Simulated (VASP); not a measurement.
A run of VASP 6.6.1 is set up as follows.

The input INCAR:

```
SYSTEM = TiAl30
PREC     = Accurate       ! precision mode
ENCUT    = 520            ! plane-wave cutoff, eV
EDIFF    = 1E-6           ! SCF threshold, eV
ISMEAR   = 0              ! smearing method
SIGMA    = 0.15           ! smearing width, eV
LREAL    = Auto         
LASPH    = .True.         ! aspherical terms in the spheres
NELM     = 80             ! most SCF steps
ALGO     = Normal         ! electronic algorithm
ISIF     = 2              ! what is computed and relaxed
LWAVE    = .False.        ! write WAVECAR
LCHARG   = .False.        ! write CHGCAR
GGA      = PE             ! functional
NBANDS   = 72             ! bands
```

The input KPOINTS:

```
Automatic mesh
0
Gamma
  3 3 3
  0 0 0
```

File POSCAR:

```
TiAl30
1.0
    8.1000000000      0.0000000000      0.0000000000
    0.0000000000      8.1000000000      0.0000000000
    0.0000000000      0.0000000000      8.1000000000
Ti Al
1 30
Direct
    0.5542139506     -0.0519876543     -0.0000880247
    0.7478845679      0.2452590123     -0.0000174074
    0.7548281481      0.0011691358      0.2677401235
   -0.0186738272     -0.0053495062     -0.0000398765
    0.2492107407      0.2497464198     -0.0000069136
    0.5050381481      0.5178338272     -0.0000455556
    0.2563512346     -0.0009135802      0.2403637037
    0.5003595062      0.2425967901      0.2399148148
    0.7503433333      0.5022579012      0.2450281481
    0.4936649383      0.0055727160      0.4999407407
    0.7460390123      0.2584919753      0.4998613580
    0.7550428395      0.0012887654      0.7318759259
   -0.0017565432      0.5012291358     -0.0000209877
    0.2556022222      0.7526279012     -0.0000154321
    0.0020525926      0.2517381481      0.2505400000
    0.2483716049      0.4979796296      0.2493575309
    0.4994179012      0.7456676543      0.2664667901
    0.0063692593      0.0029854321      0.4998950617
    0.2510674074      0.2492425926      0.5000523457
    0.4958934568      0.4945528395      0.4998937037
    0.7542900000      0.7451191358      0.4999712346
    0.2563393827     -0.0009648148      0.7594983951
    0.5004056790      0.2426265432      0.7599424691
    0.7502934568      0.5022306173      0.7548230864
   -0.0030318519      0.7487983951      0.2447114815
    0.0010317284      0.4992534568      0.5000303704
    0.2423851852      0.7528070370      0.4998837037
    0.0020479012      0.2516746914      0.7494654321
    0.2484004938      0.4979740741      0.7505992593
    0.4992804938      0.7453967901      0.7331208642
   -0.0030388889      0.7488483951      0.7551739506
```

Potentials or basis: VASP PAW PBE potentials, release 64 (Ti_sv, Al).

The run is started by

```sh
$ cat potpaw_PBE.64/Ti_sv/POTCAR potpaw_PBE.64/Al/POTCAR > POTCAR
$ mpirun -np 1 vasp_std > vasp.out
```

(1) Estimate the pressure.

(2) Predict the largest force.

(3) Predict the band gap on the k mesh.

## Answers

(1) -1.3 GPa.

(2) 0.989 eV/Å.

(3) zero (band 51 reaches 7.76 eV, above the bottom of band 52 at 7.52 eV).
